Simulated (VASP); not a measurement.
# AlN: dielectric tensor with r2SCAN

AlN:

```
Al N
1.0
     3.19989    0.00000    0.00000
    -1.59995    2.77119    0.00000
     0.00000    0.00000    5.12795
Al N
2 2
Direct
  0.33333 0.66667 0.99701
  0.66667 0.33333 0.49701
  0.33333 0.66667 0.37799
  0.66667 0.33333 0.87799
```

This cell differs from its parent crystal: strain +3.0%.

- Program: VASP 6.6.1
- Task: dielectric tensor
- Functional: r2SCAN
- Potentials or basis: VASP PAW PBE potentials, release 64 (Al, N)
- Cutoff: 520 eV
- k mesh: 9 × 9 × 4
- Occupations: gaussian, width 0.01 eV
- Spin: no spin polarisation
- Dipole correction: no
- Further INCAR settings: ALGO = Normal; EDIFF = 1e-08

The band gap on the k mesh is 4.13 eV. The electronic dielectric tensor (diagonal) is 4.29, 4.29, 4.46 and the born charges (mean of the diagonal) is Al +2.56; N -2.56 e.

Levels at points of the mesh, in eV from the valence-band top:
```tsv
k point	band 5	band 6	band 7	band 8	band 9	band 10	band 11	band 12
(0.00, 0.00, 0.00)	-0.83	-0.19	-0.19	0.00	4.13	6.75	10.87	11.39
(0.00, 0.00, 0.50)	-0.52	-0.52	-0.52	-0.52	6.47	6.47	10.57	10.57
```

Electronic dielectric tensor:
```
4.29 0.00 0.00
0.00 4.29 0.00
0.00 0.00 4.46
```

Born effective charge tensors (e):
atom 1, Al
```
2.51 0.00 0.00
0.00 2.51 0.00
0.00 0.00 2.66
```
atom 2, Al
```
2.51 0.00 0.00
0.00 2.51 0.00
0.00 0.00 2.66
```
atom 3, N
```
-2.51  0.00  0.00
 0.00 -2.51  0.00
 0.00  0.00 -2.66
```
atom 4, N
```
-2.51  0.00  0.00
 0.00 -2.51  0.00
 0.00  0.00 -2.66
```

Dipole moments of the cell (e·Å, modulo the quantum): ionic 0.000, 0.000, 14.163; electronic 0.000, 0.000, -0.268

Wall time 20 min on 1 thread of Intel(R) Xeon(R) Platinum 8559C (Emerald Rapids) (shared host), peak memory 0.46 GiB.

Caveat: the cell differs from its parent crystal (strain +3.0%).
